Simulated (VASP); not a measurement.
A run of VASP 6.6.1:

INCAR

```
PREC     = Accurate       # precision mode
ENCUT    = 520            # plane-wave cutoff, eV
EDIFF    = 1E-6           # SCF threshold, eV
ISMEAR   = 0              # smearing method
SIGMA    = 0.1            # smearing width, eV
LREAL    = False          # projectors in reciprocal space
LASPH    = True           # aspherical terms in the spheres
NELM     = 80             # most SCF steps
ALGO     = Normal         # electronic algorithm
ISIF     = 2              # what is computed and relaxed
LWAVE    = False          # write WAVECAR
LCHARG   = False          # write CHGCAR
GGA      = PE             # functional
NBANDS   = 26             # bands
```

The input KPOINTS:

```
regular mesh
0
Gamma
  12 12 16
```

The input POSCAR:

```
TiB2N3
1.0
    4.6786131186      0.0000000000      0.0000000000
   -2.3393065593      4.0517978152      0.0000000000
    0.0000000000      0.0000000000      2.3579817494
Ti B N
1 2 3
Direct
    0.0000000000      0.0000000000      0.0000000000
    0.3333333333      0.6666666667      0.0000000000
    0.6666666667      0.3333333333      0.0000000000
    0.5000000000      0.0000000000      0.5000000000
    0.5000000000      0.5000000000      0.5000000000
    0.0000000000      0.5000000000      0.5000000000
```

Potentials or basis: VASP PAW PBE potentials, release 64 (Ti_sv, B, N).

Run with:

```console
$ cat potpaw_PBE.64/Ti_sv/POTCAR potpaw_PBE.64/B/POTCAR potpaw_PBE.64/N/POTCAR > POTCAR
$ mpirun -np 1 vasp_std > vasp.out
```

Hardware: 1 thread of AMD EPYC 7R13 Processor (Zen 3) (shared host).

**Question.** How long does it take, and how much memory?

**Answer.** Wall time 2.5 min on 1 thread of AMD EPYC 7R13 Processor (Zen 3), with other jobs on the host, peak memory 0.27 GiB. Counts: scf iterations 16, k points 171.
